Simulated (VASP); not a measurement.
# Sc (Fm-3m) in VASP: relaxation of cell and atoms with PBE

Aim: the relaxation of cell and atoms of Sc with PBE.

Program: VASP 6.6.1. These are calculated values, not measurements. Logs are shortened: lines on timing, memory, paths and dates and some standing lists are left out, and cuts for length are marked.

## (1) The cell of the first run

It takes space group Fm-3m (No. 225, cubic). Conventional cell: a = 4.625 Å, b = 4.625 Å, c = 4.625 Å, α = 90.00°, β = 90.00°, γ = 90.00°. Sc (site symmetry m-3m) has 12 Sc at 3.27 Å within 4.3 Å.

## (2) Relaxation of cell and atoms, PBE

INCAR

```
SYSTEM = Sc
ALGO     = Normal         ! electronic algorithm
EDIFF    = 1E-7           ! SCF threshold, eV
EDIFFG   = -0.005         ! ionic threshold
ENCUT    = 600            ! plane-wave cutoff, eV
GGA      = PE             ! functional
IBRION   = 2              ! ionic algorithm
ISIF     = 3              ! what is computed and relaxed
ISMEAR   = -1             ! smearing method
LASPH    = .True.         ! aspherical terms in the spheres
LCHARG   = .False.        ! write CHGCAR
LREAL    = .False.        ! projectors in reciprocal space
LWAVE    = .False.        ! write WAVECAR
NELM     = 100            ! most SCF steps
NSW      = 60             ! ionic steps
PREC     = Accurate       ! precision mode
SIGMA    = 0.08           ! smearing width, eV
```

KPOINTS

```
k-points
0
Gamma
  16 16 16
  0 0 0
```

POSCAR

```
Sc
1.0
    0.0000000000      2.3125339659      2.3125339659
    2.3125339659      0.0000000000      2.3125339659
    2.3125339659      2.3125339659      0.0000000000
Sc
1
Direct
    0.0000000000      0.0000000000      0.0000000000
```

Potentials or basis: VASP PAW PBE potentials, release 64 (Sc_sv).

Run with:

```
$ cat potpaw_PBE.64/Sc_sv/POTCAR > POTCAR
$ mpirun -np 1 vasp_std > vasp.out
```

OUTCAR:

```text
SYSTEM = Sc
   EDIFF = 1E-7
   EDIFFG = -0.005
   ENCUT = 600
   GGA = PE
   IBRION = 2
   ISIF = 3
   ISMEAR = -1
   LASPH = .True.
   LREAL = .False.
   NELM = 100
   NSW = 60
   PREC = Accurate

 ion  position               nearest neighbor table
   1  0.000  0.000  0.000-

  LATTYP: Found a face centered cubic cell.
 ALAT       =     4.6250679318

  Lattice vectors:

 A1 = (   0.0000000000,   2.3125339659,   2.3125339659)
 A2 = (   2.3125339659,   0.0000000000,   2.3125339659)
 A3 = (   2.3125339659,   2.3125339659,   0.0000000000)

Analysis of symmetry for initial positions (statically):
=====================================================================
 Subroutine PRICEL returns:
 Original cell was already a primitive cell.

 Routine SETGRP: Setting up the symmetry group for a
 face centered cubic supercell.

 Subroutine GETGRP returns: Found 48 space group operations
 (whereof 48 operations were pure point group operations)
 out of a pool of 48 trial point group operations.

The static configuration has the point symmetry O_h .

Analysis of symmetry for dynamics (positions and initial velocities):
=====================================================================
 Subroutine PRICEL returns:
 Original cell was already a primitive cell.

 Routine SETGRP: Setting up the symmetry group for a
 face centered cubic supercell.

 Subroutine GETGRP returns: Found 48 space group operations
 (whereof 48 operations were pure point group operations)
 out of a pool of 48 trial point group operations.

The dynamic configuration has the point symmetry O_h .

 Subroutine INISYM returns: Found 48 space group operations
 (whereof 48 operations are pure point group operations),
 and found     1 'primitive' translations

----------------------------------------------------------------------------------------

                                     Primitive cell

  volume of cell :      24.7340

  direct lattice vectors                    reciprocal lattice vectors
     0.000000000  2.312533966  2.312533966    -0.216213040  0.216213040  0.216213040
     2.312533966  0.000000000  2.312533966     0.216213040 -0.216213040  0.216213040
     2.312533966  2.312533966  0.000000000     0.216213040  0.216213040 -0.216213040

  length of vectors
     3.270416898  3.270416898  3.270416898     0.374491971  0.374491971  0.374491971

  position of ions in fractional coordinates (direct lattice)
     0.000000000  0.000000000  0.000000000

  ion indices of the primitive-cell ions
   primitive index   ion index
                 1           1

----------------------------------------------------------------------------------------

 KPOINTS: k-points

Automatic generation of k-mesh.
 Grid dimensions read from file:
 generate k-points for:   16   16   16

 Generating k-lattice:

  Cartesian coordinates                     Fractional coordinates (reciprocal lattice)
    -0.013513315  0.013513315  0.013513315     0.062500000  0.000000000  0.000000000
     0.013513315 -0.013513315  0.013513315     0.000000000  0.062500000  0.000000000
     0.013513315  0.013513315 -0.013513315     0.000000000  0.000000000  0.062500000

  Length of vectors
     0.023405748  0.023405748  0.023405748

  Shift w.r.t. Gamma in fractional coordinates (k-lattice)
     0.000000000  0.000000000  0.000000000

 Subroutine IBZKPT returns following result:
 ===========================================

 Found    145 irreducible k-points:

 Following reciprocal coordinates:
            Coordinates               Weight
  0.000000  0.000000  0.000000      1.000000
  0.062500  0.000000  0.000000      8.000000
  0.125000  0.000000  0.000000      8.000000
  0.187500  0.000000  0.000000      8.000000
  0.250000  0.000000  0.000000      8.000000
  0.312500  0.000000  0.000000      8.000000
[... 16 lines left out ...]
 -0.125000  0.062500  0.000000     24.000000
 -0.062500  0.062500  0.000000     12.000000
 [... further k-points ...]
   k-points           NKPTS =    145   k-points in BZ     NKDIM =    145   number of bands    NBANDS=      9
   number of dos      NEDOS =    301   number of ions     NIONS =      1
   total plane-waves  NPLWV =  21952
   dimension x,y,z NGX =    28 NGY =   28 NGZ =   28
   dimension x,y,z NGXF=    56 NGYF=   56 NGZF=   56
   ions per type =               1
   NGX,Y,Z   is equivalent  to a cutoff of  14.23, 14.23, 14.23 a.u.
   NGXF,Y,Z  is equivalent  to a cutoff of  28.47, 28.47, 28.47 a.u.
 SYSTEM =  Sc
   PREC   = accura    normal or accurate (medium, high low for compatibility)
   ISTART =      0    job   : 0-new  1-cont  2-samecut
   ICHARG =      2    charge: 1-file 2-atom 10-const
   ISPIN  =      1    spin polarized calculation?
   LNONCOLLINEAR =      F non collinear calculations
   LSORBIT =      F    spin-orbit coupling
   LASPH  =      T    aspherical Exc in radial PAW
   ENCUT  =  600.0 eV  44.10 Ry    6.64 a.u.   6.53  6.53  6.53*2*pi/ulx,y,z
   NELM   =    100;   NELMIN=  2; NELMDL= -5     # of ELM steps
   EDIFF  = 0.1E-06   stopping-criterion for ELM
   LREAL  =      F    real-space projection
   EDIFFG = -.5E-02   stopping-criterion for IOM
   NSW    =     60    number of steps for IOM
   IBRION =      2    ionic relax: 0-MD 1-quasi-New 2-CG
   NFREE  =      1    steps in history (QN), initial steepest desc. (CG)
   ISIF   =      3    stress and relaxation
   ISYM   =      2    0-nonsym 1-usesym 2-fastsym
   POTIM  = 0.5000    time-step for ionic-motion
   TEBEG  =    0.0;   TEEND  =   0.0 temperature during run
   PSTRESS=    0.0 pullay stress
   NELECT =      11.0000    total number of electrons
   NUPDOWN=      -1.0000    fix difference up-down
   EMIN   =  10.00;   EMAX   =-10.00  energy-range for DOS
   EFERMI =   0.00;   METHOD = LEGACY
   ISMEAR =    -1;   SIGMA  =   0.08  broadening in eV -4-tet -1-fermi 0-gaus
   EFERMI_NEDOS =   21; number of points for ismear=-14 and -15
   IALGO  =     38    algorithm
   IMIX   =      4    mixing-type and parameters
     AMIX     =   0.40;   BMIX     =  1.00
     AMIX_MAG =   1.60;   BMIX_MAG =  1.00
  volume/ion in A,a.u.               =      24.73       166.91
  Fermi-wavevector in a.u.,A,eV,Ry     =   1.249609  2.361419 21.245818  1.561524
  Thomas-Fermi vector in A             =   2.383642
   LORBIT       =      0    0 simple, 1 ext, 2 COOP (PROOUT), +10 PAW based schemes
   GGA     = PE    functional components
   LHFCALC =     F    Hartree Fock is set to
   AEXX    =    0.0000 exact exchange contribution
   IVDW    =     0    specifies the selected vdW correction
   LEPSILON=     F    determine dielectric tensor
   LRPA    =     F    only Hartree local field effects (RPA)
 conjugate gradient relaxation of ions
 non-spin polarized calculation
  energy-cutoff  :      600.00
  volume of cell :       24.73
 maximum number of plane-waves:       869
 NGX is ok and might be reduce to    28
   NGX = 13   NGY = 13   NGZ = 13

--------------------------------------- Ionic step        1  -------------------------------------------

 number of electron      10.9999999 magnetization

 Free energy of the ion-electron system (eV)
  ---------------------------------------------------
  ext. energy  EPLUGINS =         0.00000000
  ---------------------------------------------------
  free energy    TOTEN  =        -6.22208824 eV

  energy without entropy =       -6.18059490  energy(sigma->0) =       -6.20134157

------------------------ aborting loop because EDIFF is reached ----------------------------------------

  FORCE on cell =-STRESS in cart. coord.  units (eV):
  Direction    XX          YY          ZZ          XY          YZ          ZX
  --------------------------------------------------------------------------------------
  -------------------------------------------------------------------------------------
  Total        0.0064821      0.0064821      0.0064821      0.0000000      0.0000000      0.0000000
  in kB        0.4198846      0.4198846      0.4198846      0.0000000      0.0000000      0.0000000
  external PRESSURE =       0.4198846 kB  Pullay stress =       0.0000000 kB

 VOLUME and BASIS-vectors are now :
 -----------------------------------------------------------------------------
  energy-cutoff  :      600.00
  volume of cell :       24.73
      direct lattice vectors                 reciprocal lattice vectors
     0.000000000  2.312533966  2.312533966    -0.216213040  0.216213040  0.216213040
     2.312533966  0.000000000  2.312533966     0.216213040 -0.216213040  0.216213040
     2.312533966  2.312533966  0.000000000     0.216213040  0.216213040 -0.216213040

 POSITION                                       TOTAL-FORCE (eV/Angst)
 -----------------------------------------------------------------------------------
      0.00000      0.00000      0.00000        -0.000000      0.000000     -0.000000
 -----------------------------------------------------------------------------------
    total drift:                               -0.000000      0.000000     -0.000000

  FREE ENERGIE OF THE ION-ELECTRON SYSTEM (eV)
  ---------------------------------------------------
  free  energy   TOTEN  =        -6.2220882373 eV

  energy  without entropy=       -6.1805948983  energy(sigma->0) =       -6.20134157

--------------------------------------- Ionic step        2  -------------------------------------------

 number of electron      10.9999999 magnetization

 Free energy of the ion-electron system (eV)
  ---------------------------------------------------
  ext. energy  EPLUGINS =         0.00000000
  ---------------------------------------------------
  free energy    TOTEN  =        -6.22209124 eV

  energy without entropy =       -6.18054640  energy(sigma->0) =       -6.20131882

 E-fermi :   3.7156     XC(G=0):  -9.8580

 val. band max:        3.7089893469   @ k =  -0.4375   0.3750   0.1875
 cond. band min:       3.7195305713   @ k =  -0.4375   0.1250   0.0000
 fundamental gap:      0.0105412244
 Fermi energy:         3.7155556701

 k-point     1 :       0.0000    0.0000    0.0000
  band No.  band energies     occupation
      1     -45.7346      2.00000
      2     -24.1541      2.00000
      3     -24.1541      2.00000
      4     -24.1541      2.00000
      5      -1.4682      2.00000
      6       5.2878      0.00000
      7       5.2878      0.00000
      8       5.2878      0.00000
      9       6.6560      0.00000

 k-point     2 :       0.0625    0.0000    0.0000
  band No.  band energies     occupation
      1     -45.7324      2.00000
      2     -24.1693      2.00000
      3     -24.1561      2.00000
      4     -24.1561      2.00000
      5      -1.3694      2.00000
      6       5.2142      0.00000
      7       5.3247      0.00000
      8       5.3247      0.00000
      9       6.6299      0.00000

 k-point     3 :       0.1250    0.0000    0.0000
  band No.  band energies     occupation
      1     -45.7261      2.00000
      2     -24.2125      2.00000
      3     -24.1617      2.00000
      4     -24.1617      2.00000
      5      -1.0794      2.00000
      6       5.0142      0.00000
      7       5.4162      0.00000
      8       5.4162      0.00000
      9       6.5764      0.00000
[... 229 lines left out ...]
 k-point    23 :      -0.1250    0.0625    0.0000
  band No.  band energies     occupation
      1     -45.7215      2.00000
      2     -24.2381      2.00000
      3     -24.1759      2.00000
      4     -24.1614      2.00000
      5      -0.8596      2.00000
      6       4.8735      0.00000
      7       5.4587      0.00000
      8       5.4967      0.00000
      9       6.4064      0.00000

 k-point    24 :      -0.0625    0.0625    0.0000
  band No.  band energies     occupation
      1     -45.7288      2.00000
      2     -24.1907      2.00000
      3     -24.1649      2.00000
      4     -24.1568      2.00000
      5      -1.2069      2.00000
      6       5.0951      0.00000
      7       5.3828      0.00000
      8       5.3848      0.00000
      9       6.5231      0.00000

 [... further k-points ...]

------------------------ aborting loop because EDIFF is reached ----------------------------------------

  FORCE on cell =-STRESS in cart. coord.  units (eV):
  Direction    XX          YY          ZZ          XY          YZ          ZX
  --------------------------------------------------------------------------------------
  -------------------------------------------------------------------------------------
  Total       -0.0002945     -0.0002945     -0.0002945      0.0000000      0.0000000     -0.0000000
  in kB       -0.0190594     -0.0190594     -0.0190594      0.0000000      0.0000000     -0.0000000
  external PRESSURE =      -0.0190594 kB  Pullay stress =       0.0000000 kB

 VOLUME and BASIS-vectors are now :
 -----------------------------------------------------------------------------
  energy-cutoff  :      600.00
  volume of cell :       24.76
      direct lattice vectors                 reciprocal lattice vectors
     0.000000000  2.313257124  2.313257124    -0.216145449  0.216145449  0.216145449
     2.313257124  0.000000000  2.313257124     0.216145449 -0.216145449  0.216145449
     2.313257124  2.313257124  0.000000000     0.216145449  0.216145449 -0.216145449

 POSITION                                       TOTAL-FORCE (eV/Angst)
 -----------------------------------------------------------------------------------
      2.31326      0.00000      2.31326         0.000000     -0.000000     -0.000000
 -----------------------------------------------------------------------------------
    total drift:                                0.000000     -0.000000      0.000000

  FREE ENERGIE OF THE ION-ELECTRON SYSTEM (eV)
  ---------------------------------------------------
  free  energy   TOTEN  =        -6.2220912371 eV

  energy  without entropy=       -6.1805464039  energy(sigma->0) =       -6.20131882

 reached required accuracy - stopping structural energy minimisation
```

Run time: 46 s. Hardware: 1 thread of AMD EPYC 7R13 (Zen 3), shared host; peak memory 0.16 GiB.

What came out:

| Quantity | Value |
| --- | --- |
| Free energy | -6.2221 eV |
| Relaxed volume | 24.76 Å³/atom |
| Relaxed cell | a = 3.271 Å, b = 3.271 Å, c = 3.271 Å, α = 60.00°, β = 60.00°, γ = 60.00° |
| Space group after relaxing (to 0.05 Å) | Fm-3m (No. 225) |
| Energy gained by relaxing | 0.0 meV/atom |
| Ionic steps | 2 |
| Pressure after relaxing | 0.0 GPa |

Final structure:
```cif
data_structure
_symmetry_space_group_name_H-M 'P 1'
_symmetry_Int_Tables_number 1
_cell_length_a 3.2714
_cell_length_b 3.2714
_cell_length_c 3.2714
_cell_angle_alpha 60.000
_cell_angle_beta 60.000
_cell_angle_gamma 60.000
_cell_volume 24.76
loop_
_atom_site_label
_atom_site_type_symbol
_atom_site_fract_x
_atom_site_fract_y
_atom_site_fract_z
_atom_site_occupancy
Sc1 Sc 0.00000 0.00000 0.00000 1
```
